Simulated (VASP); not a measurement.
Write the native input for VASP 6.6.1 that does the following.

- Task: single point
- Functional: PBE
- Potentials or basis: VASP PAW PBE potentials, release 64 (K_sv, Zn, Pd)
- Cutoff: 520 eV
- k mesh: 8 × 8 × 6
- Occupations: gaussian, width 0.1 eV
- Spin: no spin polarisation
- Dipole correction: no
- Further INCAR settings: ALGO = Fast; EDIFF = 1e-07; NBANDS = 48

The structure of KZn5Pd lies in POSCAR:

```
KZn5Pd
1.0
    4.4583426460      0.0000000000      0.0000000000
    0.0000000000      4.4583426460      0.0000000000
    0.0000000000      0.0000000000      7.7717994438
K Zn Pd
1 5 1
Direct
    0.5000000000      0.5000000000      0.0000000000
    0.5000000000      0.0000000000      0.6741928166
    0.0000000000      0.5000000000      0.6741928166
    0.5000000000      0.0000000000      0.3258071834
    0.0000000000      0.5000000000      0.3258071834
    0.0000000000      0.0000000000      0.0000000000
    0.0000000000      0.0000000000      0.5000000000
```

These files were run (other wordings do the same):

INCAR

```
PREC     = Accurate       # precision mode
ENCUT    = 520            # plane-wave cutoff, eV
EDIFF    = 1E-7           # SCF threshold, eV
ISMEAR   = 0              # smearing method
SIGMA    = 0.1            # smearing width, eV
LREAL    = F              # projectors in reciprocal space
LASPH    = T              # aspherical terms in the spheres
NELM     = 100            # most SCF steps
ALGO     = Fast           # electronic algorithm
ISIF     = 2              # what is computed and relaxed
LWAVE    = F              # write WAVECAR
LCHARG   = F              # write CHGCAR
GGA      = PE             # functional
NBANDS   = 48             # bands
```

KPOINTS

```
regular mesh
0
Gamma
  8 8 6
```

Potentials or basis: VASP PAW PBE potentials, release 64 (K_sv, Zn, Pd).

The run is started by

```bash
$ cat potpaw_PBE.64/K_sv/POTCAR potpaw_PBE.64/Zn/POTCAR potpaw_PBE.64/Pd/POTCAR > POTCAR
$ mpirun -np 1 vasp_std > vasp.out
```

Results of the run:

| Item | Value |
| --- | --- |
| Pressure | 0.1 GPa |
| Largest force | 0.016 eV/Å |
| Band gap on the k mesh | zero (an odd number of electrons rules out a gap without spin polarisation) |

Wall time 10 min on 1 thread of Intel(R) Xeon(R) 6975P-C (Granite Rapids), with other jobs on the host, peak memory 0.53 GiB.
